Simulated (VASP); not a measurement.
Runs of VASP 6.6.1 on Sn. The structure is that of space group I4_1/amd (No. 141), or close to it. The cells are those of the table. 

```csv
cell,further INCAR settings,gap on the mesh (eV),pressure (GPa)
"a = 4.397 Å, angles 97.6, 97.6, 137.3°, 2 atoms",ALGO = Fast; EDIFF = 1e-07; NBANDS = 21,none,0.1
"a = 4.223 Å, angles 98.2, 98.2, 135.5°, 2 atoms",ALGO = Fast; EDIFF = 1e-06; NBANDS = 21,none,(a)
"a = 4.339 Å, angles 97.8, 97.8, 136.7°, 2 atoms",ALGO = Fast; EDIFF = 1e-06; NBANDS = 21,none,2.1
"a = 4.281 Å, angles 98.0, 98.0, 136.1°, 2 atoms",ALGO = Fast; EDIFF = 1e-06; NBANDS = 21,none,4.4
```

Alike in all rows: task single point; level PBEsol; potentials or basis VASP PAW PBE potentials, release 64 (Sn_d); no spin polarisation; k mesh 16 × 16 × 16; cutoff (eV) 520; smearing gaussian 0.15 eV.

Fill in the values left out.

(a) 7.2.

Caveats: the PAW data sets were made with another functional, which shifts forces and pressure a little; spin-orbit coupling is left out, which moves the levels of the heavy elements; the stress differs along the axes, from 3 to 9 GPa (at least some runs); the cell stands under pressure (at least some runs).

A k mesh can miss the band edges, and the runs leave out spin-orbit coupling on Sn.

A gap of «none» marks levels without a gap at the run's occupations.
